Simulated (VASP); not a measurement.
**Fe: single point with revPBE**

Fe:

```
CELL_PARAMETERS angstrom
-1.40711 1.40711 1.40711
1.40711 -1.40711 1.40711
1.40711 1.40711 -1.40711
ATOMIC_POSITIONS crystal
Fe 0.00000 0.00000 0.00000
```

```yaml
Program: VASP 6.6.1
Task: single point
Functional: revPBE
Potentials_or_basis: VASP PAW PBE potentials, release 64 (Fe)
Cutoff: 520 eV
k_mesh: 25 × 25 × 25
Occupations: fermi-dirac, width 0.05 eV
Spin: collinear spin, ferromagnetic start
Starting_moments: "[2.276] μB"
```

| Item | Value |
| --- | --- |
| Pressure | 7.5 GPa |
| Net moment | 2.17 μB per cell |
| Site moments | Fe +2.16 μB |
| Valence electrons inside the program's atomic spheres | Fe 7.30 |

Levels at points of the mesh, in eV from the Fermi level:
Spin up:
```tsv
k point	band 3	band 4	band 5	band 6	band 7	band 8
(0.00, 0.00, 0.00)	-2.34	-2.34	-1.11	-1.11	25.21	25.21
```
Spin down:
```csv
k point,band 1,band 2,band 3,band 4,band 5,band 6
"(0.00, 0.00, 0.00)",-8.39,-0.43,-0.43,-0.43,1.69,1.69
```

Run time: 44 s on 1 thread of Intel(R) Xeon(R) 6975P-C (Granite Rapids), with other jobs on the host, peak memory 0.21 GiB.

Caveat: the cell stands under pressure; the PAW data sets were made with another functional, which shifts forces and pressure a little.
